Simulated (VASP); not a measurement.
# C (C2/m) in VASP: further runs, part 2 of 2

VASP 6.6.1.

## (4) Single point, PBEsol

Input file INCAR:

```
PREC = Accurate
ENCUT = 520
EDIFF = 1E-7
ISMEAR = 1
SIGMA = 0.0704
LREAL = False
LASPH = True
NELM = 80
ALGO = Normal
ISIF = 2
LWAVE = False
LCHARG = False
GGA = PS
NBANDS = 11
```

Input file KPOINTS:

```
regular mesh
0
Gamma
  9 9 6
```

Input file POSCAR:

```
C
1.0
    2.4564550000      0.0000000000      0.0000000000
    1.2281172243      2.1274160971      0.0000000000
   -1.1942913315     -0.6895656941      3.5028296911
C
2
Direct
    0.8333560000      0.8333560000      0.0000930000
    0.1666440000      0.1666440000      0.9999070000
```

Potentials or basis: VASP PAW PBE potentials, release 64 (C).

Started as:

```bash
$ cat potpaw_PBE.64/C/POTCAR > POTCAR
$ mpirun -np 1 vasp_std > vasp.out
```

OUTCAR:

```text
PREC = Accurate
   ENCUT = 520
   EDIFF = 1E-7
   ISMEAR = 1
   LREAL = False
   LASPH = True
   NELM = 80
   ISIF = 2
   GGA = PS

 ion  position               nearest neighbor table
   1  0.833  0.833  0.000-   2 1.42   2 1.42   2 1.42
   2  0.167  0.167  1.000-   1 1.42   1 1.42   1 1.42

  LATTYP: Found a base centered monoclinic cell.
 ALAT       =     4.2546411983
 B/A-ratio  =     0.5773848272
 C/A-ratio  =     0.8848043406
 COS(beta)  =    -0.3663329318

  Lattice vectors:

 A1 = (   2.4564550000,   0.0000000000,   0.0000000000)
 A2 = (   1.2281172243,   2.1274160971,   0.0000000000)
 A3 = (  -1.1942913315,  -0.6895656941,   3.5028296911)

Analysis of symmetry for initial positions (statically):
=====================================================================
 Subroutine PRICEL returns:
 Original cell was already a primitive cell.

 Routine SETGRP: Setting up the symmetry group for a
 base centered monoclinic supercell.

 Subroutine GETGRP returns: Found  4 space group operations
 (whereof  4 operations were pure point group operations)
 out of a pool of  4 trial point group operations.

The static configuration has the point symmetry C_2h.
[... 164 lines left out ...]
 cond. band min:       4.5343363859   @ k =  -0.3333   0.3333   0.5000
 fundamental gap:      0.4754283144
 Fermi energy:         4.0945524976

 k-point     1 :       0.0000    0.0000    0.0000
  band No.  band energies     occupation
      1     -15.3740      2.00000
      2      -2.5755      2.00000
      3       1.3151      2.00000
      4       1.3189      2.00000
      5       7.9891      0.00000
      6      12.6883      0.00000
      7      12.6905      0.00000
      8      15.8249      0.00000
      9      17.2514      0.00000
     10      26.8030      0.00000
     11      28.3116      0.00000
[... 309 lines left out ...]
 k-point    24 :       0.4444    0.4444   -0.0000
  band No.  band energies     occupation
      1     -10.7107      2.00000
      2      -8.0573      2.00000
      3      -2.0663      2.00000
      4       1.2883      2.00000
      5       6.1789      0.00000
      6      11.6601      0.00000
      7      16.0434      0.00000
      8      19.2646      0.00000
      9      23.2679      0.00000
     10      23.8904      0.00000
     11      26.8252      0.00000

 [... further k-points ...]
[... 5 lines left out ...]
  --------------------------------------------------------------------------------------
  -------------------------------------------------------------------------------------
  Total        0.2662421      0.2711025     -0.0083230     -0.0042097     -0.0011227     -0.0019445
  in kB       23.3027434     23.7281480     -0.7284659     -0.3684553     -0.0982654     -0.1701906
  external PRESSURE =      15.4341418 kB  Pullay stress =       0.0000000 kB

 VOLUME and BASIS-vectors are now :
 -----------------------------------------------------------------------------
  energy-cutoff  :      520.00
  volume of cell :       18.31
      direct lattice vectors                 reciprocal lattice vectors
     2.456455000  0.000000000  0.000000000     0.407090706 -0.235005793  0.092534607
     1.228117224  2.127416097  0.000000000     0.000000000  0.470053790  0.092534607
    -1.194291332 -0.689565694  3.502829691     0.000000000  0.000000000  0.285483477

 POSITION                                       TOTAL-FORCE (eV/Angst)
 -----------------------------------------------------------------------------------
      3.07045      1.77283      0.00033         0.010239      0.005912      0.019139
     -0.58017     -0.33498      3.50250        -0.010239     -0.005912     -0.019139
 -----------------------------------------------------------------------------------
    total drift:                                0.000000      0.000000     -0.000000

  FREE ENERGIE OF THE ION-ELECTRON SYSTEM (eV)
  ---------------------------------------------------
  free  energy   TOTEN  =       -19.2823026801 eV

  energy  without entropy=      -19.2824232294  energy(sigma->0) =      -19.28234286
```

stdout:

```text
POSCAR found type information on POSCAR C
 POSCAR found :  1 types and       2 ions
 scaLAPACK will be used
 -----------------------------------------------------------------------------
|                                                                             |
|                                                                             |
|     You enforced a specific xc type in the INCAR file but a different       |
|     I HOPE YOU KNOW WHAT YOU ARE DOING!                                     |
|                                                                             |
 -----------------------------------------------------------------------------

 LDA part: xc-table for (Slater+PW92), standard interpolation
 POSCAR, INCAR and KPOINTS ok, starting setup
 FFT: planning ... GRIDC
 FFT: planning ... GRID_SOFT
 FFT: planning ... GRID
 WAVECAR not read
 entering main loop
```

Wall time 20 s (1 thread of Intel Xeon Platinum 8488C (Sapphire Rapids), shared host); peak memory 0.13 GiB.

Results:

```yaml
Free_energy: -19.2823 eV
Pressure: 1.5 GPa
Largest_force: 0.022 eV/Å
Band_gap_on_the_k_mesh: 0.48 eV, indirect (least direct gap 0.50 eV)
```

Forces on the atoms (eV/Å):
```
C    0.010  0.006  0.019
C   -0.010 -0.006 -0.019
```

Stress tensor (GPa, compression positive):
```
 2.33 -0.04 -0.02
-0.04  2.37 -0.01
-0.02 -0.01 -0.07
```

Caveat: the PAW data sets were made with another functional, which shifts forces and pressure a little; this functional lacks dispersion, which binds the layers, so the pressure and a relaxed spacing across them are unreliable. A k mesh can miss the band edges.

## (5) Overview

| k mesh | smearing | gap on the mesh (eV) | pressure (GPa) | largest force (eV/Å) |
| --- | --- | --- | --- | --- |
| 6 × 6 × 4 | methfessel-paxton 0.0673 eV | 0.48 | 1.6 | 0.06 |
| 7 × 7 × 4 | methfessel-paxton 0.1 eV | 2.29 | 1.5 | 0.01 |
| 9 × 9 × 6 | methfessel-paxton 0.0704 eV | 0.48 | 1.5 | 0.02 |

Alike in all rows: task single point; level PBEsol; potentials or basis VASP PAW PBE potentials, release 64 (C); no spin polarisation; cell as given; cutoff (eV) 520.

Caveats: some runs use coarse meshes; the PAW data sets were made with another functional, which shifts forces and pressure a little; this functional lacks dispersion, which binds the layers, so the pressure and a relaxed spacing across them are unreliable.

Total energies depend on the potentials used, so only differences within one code and one set of settings carry meaning.
